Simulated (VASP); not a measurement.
A run of VASP 6.6.1 is set up as follows.

Contents of INCAR:

```
PREC     = Accurate       # precision mode
ENCUT    = 500            # plane-wave cutoff, eV
EDIFF    = 1E-7           # SCF threshold, eV
ISMEAR   = -1             # smearing method
SIGMA    = 0.08           # smearing width, eV
LREAL    = False          # projectors in reciprocal space
LASPH    = True           # aspherical terms in the spheres
NELM     = 120            # most SCF steps
ALGO     = Normal         # electronic algorithm
ISIF     = 3              # what is computed and relaxed
LWAVE    = False          # write WAVECAR
LCHARG   = False          # write CHGCAR
GGA      = PE             # functional
IBRION   = 2              # ionic algorithm
NSW      = 60             # ionic steps
EDIFFG   = -0.005         # ionic threshold
GGA_COMPAT= False        
NELMIN   = 4
```

File KPOINTS:

```
Automatic mesh
0
Gamma
  17 17 17
```

The input POSCAR:

```
W
1.0
    0.0000000000      2.0060235071      2.0060235071
    2.0060235071      0.0000000000      2.0060235071
    2.0060235071      2.0060235071      0.0000000000
W
1
Direct
    0.0000000000      0.0000000000      0.0000000000
```

Potentials or basis: VASP PAW PBE potentials, release 64 (W_sv).

The run is started by

```bash
$ cat potpaw_PBE.64/W_sv/POTCAR > POTCAR
$ mpirun -np 1 vasp_std > vasp.out
```

**Question.** What does it give for the relaxed volume?

**Answer.** 16.49 Å³/atom.

**Question.** What does it give for the relaxed cell?

**Answer.** a = 2.857 Å, b = 2.857 Å, c = 2.857 Å, α = 60.00°, β = 60.00°, γ = 60.00°.

**Question.** Estimate the band gap on the k mesh.

**Answer.** Zero (band 7 reaches 13.28 eV, above the bottom of band 8 at 9.87 eV).

Final structure:
```xyz
1
Lattice="0.0000 2.0202 2.0202 2.0202 0.0000 2.0202 2.0202 2.0202 0.0000" Properties=species:S:1:pos:R:3 pbc="T T T"
W     0.0000    0.0000    0.0000
```

Caveat: spin-orbit coupling is left out, which moves the levels of the heavy elements.
